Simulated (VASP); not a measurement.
A run of VASP 6.6.1 is set up as follows.

POSCAR

```
LiCl
1.0
    2.5561986330      2.5561986330      0.0000000000
   -2.5561986330      2.5561986330      0.0000000000
    0.0000000000      2.5561986330      2.5561986330
Li Cl
1 1
Direct
    0.0000000000      0.0000000000      0.0000000000
    0.5000000000      0.5000000000      0.0000000000
```

Contents of INCAR.step1:

```
SYSTEM = LiCl
ALGO = Normal
EDIFF = 1E-4
ENCUT = 520
GGA = PE
ISMEAR = -1
LASPH = .True.
LCHARG = .False.
LREAL = .False.
LWAVE = .True.
NBANDS = 12
NELM = 100
PREC = Accurate
SIGMA = 0.08
```

File INCAR.step2:

```
SYSTEM = LiCl
ALGO = Normal
EDIFF = 1E-7
ENCUT = 520
ISIF = 2
ISMEAR = -1
ISTART = 1
LASPH = .True.
LCHARG = .False.
LMIXTAU = .True.
LREAL = .False.
LWAVE = .False.
METAGGA = R2SCAN
NBANDS = 12
NELM = 100
PREC = Accurate
SIGMA = 0.08
```

File KPOINTS:

```
k-points
0
Gamma
  12 12 12
  0 0 0
```

Potentials or basis: VASP PAW PBE potentials, release 64 (Li_sv, Cl).

Run with:

```sh
$ cat potpaw_PBE.64/Li_sv/POTCAR potpaw_PBE.64/Cl/POTCAR > POTCAR
$ cp INCAR.step1 INCAR
$ mpirun -np 1 vasp_std > vasp.out
$ cp INCAR.step2 INCAR
$ mpirun -np 1 vasp_std > vasp.out
```

Task: What does it give for the band gap on the k mesh?

Result: 7.36 eV.

 A k mesh can miss the band edges.
